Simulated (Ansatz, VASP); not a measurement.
Two plane-wave programs on ZnS

File POSCAR:

```
ZnS
1.0
    3.7728887938      0.0000000000      0.0000000000
   -1.8864443969      3.3004217586      0.0000000000
    0.0000000000      0.0000000000      6.2340000000
Zn S
2 2
Direct
    0.3333333333      0.6666666667      0.0000000000
    0.6666666667      0.3333333333      0.5000000000
    0.3333333333      0.6666666667      0.3850000000
    0.6666666667      0.3333333333      0.8850000000
```

The input INCAR.step1:

```
ALGO = Normal
EDIFF = 1E-4
ENCUT = 520
GGA = PE
ISMEAR = 0
LASPH = T
LCHARG = F
LREAL = F
LWAVE = T
NBANDS = 26
NELM = 100
PREC = Accurate
SIGMA = 0.05
```

The input INCAR.step2:

```
ALGO = Normal
EDIFF = 1E-6
ENCUT = 520
ISIF = 2
ISMEAR = 0
ISTART = 1
LASPH = T
LCHARG = F
LMIXTAU = T
LREAL = F
LWAVE = F
METAGGA = R2SCAN
NBANDS = 26
NELM = 100
PREC = Accurate
SIGMA = 0.05
```

The input KPOINTS:

```
k-points
0
Gamma
  6 6 4
```

Input for Ansatz:

```yaml
crystal:
  lattice:
    - [3.7728887938, 0.0, 0.0]
    - [-1.8864443969, 3.3004217586, 0.0]
    - [0.0, 0.0, 6.234]
  atoms:
    - { symbol: Zn, position: [0.3333333333, 0.6666666667, 0.0] }
    - { symbol: Zn, position: [0.6666666667, 0.3333333333, 0.5] }
    - { symbol: S, position: [0.3333333333, 0.6666666667, 0.385] }
    - { symbol: S, position: [0.6666666667, 0.3333333333, 0.885] }
basis:
  ecutwfc: 500
kpoints:
  mp_grid: { grid: [6, 6, 4] }
hamiltonian:
  xc: r2scan
scf:
  occupations: { method: gaussian, width: 0.05 }
output:
  forces: true
  stress: true
  eigenvalues: true
```

Change from the starting cell: strain -0.0100 x Voigt [1, 0, 0, 0, 0, 0], atoms carried along.

Alike in both runs: task single point; functional r2SCAN; k mesh 6 × 6 × 4; occupations gaussian, width 0.05 eV; no spin polarisation.

|  | VASP | Ansatz |
| --- | --- | --- |
| version | VASP 6.6.1 | Ansatz 0.2.0 |
| potentials or method | VASP PAW PBE potentials, release 64 (Zn, S), cutoff 520 eV | scalar-relativistic, plane waves, PAW |
| valence electrons in the cell | 36 | 36 |

```tsv
	VASP	Ansatz	Ansatz less VASP
gap on the k mesh at the Fermi level (eV)	2.85	2.84	-0.010
least direct gap on the mesh (eV)	2.85	2.84	-0.010
pressure (GPa)	1.1	1.0	-0.10
traceless stress, the component that is largest in VASP (GPa)	-1.87	-1.85	+0.026
rms of the force components (eV/Å)	0.210	0.209	-0.0007
```

VASP's potentials were made for PBE, not for r2SCAN. Atom by atom the forces differ by 0.003 eV/Å (rms over components).
